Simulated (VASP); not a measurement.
A run of VASP 6.6.1 is set up as follows.

INCAR

```
  ALGO = Normal
  EDIFF = 1E-6
  ENCUT = 520
  GGA = PE
  ISIF = 2
  ISMEAR = 0
  LASPH = T
  LCHARG = F
  LREAL = F
  LWAVE = F
  NBANDS = 31
  NELM = 60
  PREC = Accurate
  SIGMA = 0.1
```

Contents of KPOINTS:

```
k-points
0
Gamma
  6 6 4
```

The input POSCAR:

```
TaZn2B3
1.0
    4.6631755782      0.0000000029      0.0000000000
   -2.3315877916      4.0384285116      0.0000000000
    0.0000000000      0.0000000000      3.4593054955
Ta Zn B
1 2 3
Direct
    0.0000000000      0.0000000000      0.0000000000
    0.6666666667      0.3333333333      0.0000000000
    0.3333333333      0.6666666667      0.0000000000
    0.0000000000      0.5000000000      0.5000000000
    0.5000000000      0.5000000000      0.5000000000
    0.5000000000      0.0000000000      0.5000000000
```

Potentials or basis: VASP PAW PBE potentials, release 64 (Ta_pv, Zn, B).

Command:

```sh
$ cat potpaw_PBE.64/Ta_pv/POTCAR potpaw_PBE.64/Zn/POTCAR potpaw_PBE.64/B/POTCAR > POTCAR
$ mpirun -np 1 vasp_std > vasp.out
```

**Question.** What does it give for the pressure?

**Answer.** 0.4 GPa.

**Question.** Estimate the band gap on the k mesh.

**Answer.** Zero (bands 22 and 23 overlap by 1.34 eV).

Stress tensor (GPa, compression positive):
```
0.34 0.00 0.00
0.00 0.34 0.00
0.00 0.00 0.58
```

Caveat: the k points lie up to 0.45 Å⁻¹ apart, too coarse for converged energies and pressures of a metal; spin-orbit coupling is left out, which moves the levels of the heavy elements.
